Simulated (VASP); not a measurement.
**BeTe6Br: single point with PBE**

BeTe6Br:

```
CELL_PARAMETERS angstrom
0.00000 4.73651 4.73651
4.73651 0.00000 4.73651
4.73651 4.73651 0.00000
ATOMIC_POSITIONS crystal
Be 0.50000 0.50000 0.50000
Te 0.50000 0.00000 0.00000
Te 0.00000 0.50000 0.50000
Te 0.00000 0.50000 0.00000
Te 0.50000 0.00000 0.50000
Te 0.00000 0.00000 0.50000
Te 0.50000 0.50000 0.00000
Br 0.00000 0.00000 0.00000
```

The cell was generated, and may not be a known phase.

```json
{
 "Program": "VASP 6.6.1",
 "Task": "single point",
 "Functional": "PBE",
 "Potentials or basis": "VASP PAW PBE potentials, release 64 (Be, Te, Br)",
 "Cutoff": "520 eV",
 "k mesh": "8 × 8 × 8",
 "Occupations": "gaussian, width 0.1 eV",
 "Spin": "no spin polarisation"
}
```

The pressure is -0.1 GPa and the band gap on the k mesh is zero (an odd number of electrons rules out a gap without spin polarisation).

Levels at points of the mesh, in eV from the Fermi level:
```
           k point  band 19  band 20  band 21  band 22  band 23  band 24  band 25  band 26
(0.00, 0.00, 0.00)    -0.52    -0.52    -0.52     1.95     1.95     1.99     1.99     1.99
(0.50, 0.00, 0.00)    -1.59    -1.59    -0.64    -0.64     0.39     0.56     0.59     1.36
(0.50, 0.50, 0.00)    -2.01    -2.01    -1.84    -1.61     0.13     0.13     0.92     0.92
```

Run time: 8.7 min on 1 thread of AMD EPYC 7R13 (shared host), peak memory 0.42 GiB.

Caveat: spin-orbit coupling is left out, which moves the levels of the heavy elements; an odd number of electrons without spin polarisation forces a metal; a magnetic or distorted state may lie lower.
